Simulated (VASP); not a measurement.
Here is a VASP 6.6.1 calculation.

File INCAR:

```
PREC     = Accurate       # precision mode
ENCUT    = 520            # plane-wave cutoff, eV
EDIFF    = 1E-6           # SCF threshold, eV
ISMEAR   = 0              # smearing method
SIGMA    = 0.05           # smearing width, eV
LREAL    = F              # projectors in reciprocal space
LASPH    = T              # aspherical terms in the spheres
NELM     = 60             # most SCF steps
ALGO     = Normal         # electronic algorithm
ISIF     = 2              # what is computed and relaxed
LWAVE    = F              # write WAVECAR
LCHARG   = F              # write CHGCAR
GGA      = PS             # functional
NBANDS   = 11             # bands
```

File KPOINTS:

```
regular mesh
0
Gamma
  10 10 10
```

Contents of POSCAR:

```
MgO
1.0
    0.0000000000      2.1427928167      2.1427928167
    2.1427928167      0.0000000000      2.1427928167
    2.1427928167      2.1427928167      0.0000000000
Mg O
1 1
Direct
    0.0315450506      0.0315450506     -0.0315450506
    0.4520781014      0.4520781014      0.5479218986
```

Potentials or basis: VASP PAW PBE potentials, release 64 (Mg, O).

Command:

```sh
$ cat potpaw_PBE.64/Mg/POTCAR potpaw_PBE.64/O/POTCAR > POTCAR
$ mpirun -np 1 vasp_std > vasp.out
```

Q: What does it give for the band gap on the k mesh?

A: 4.14 eV, direct.

Q: Estimate the pressure.

A: 3.6 GPa.

Q: Predict the largest force.

A: 2.884 eV/Å.

Forces on the atoms (eV/Å):
```
Mg   0.000  0.000 -2.884
O    0.000  0.000  2.884
```

Caveat: the PAW data sets were made with another functional, which shifts forces and pressure a little.
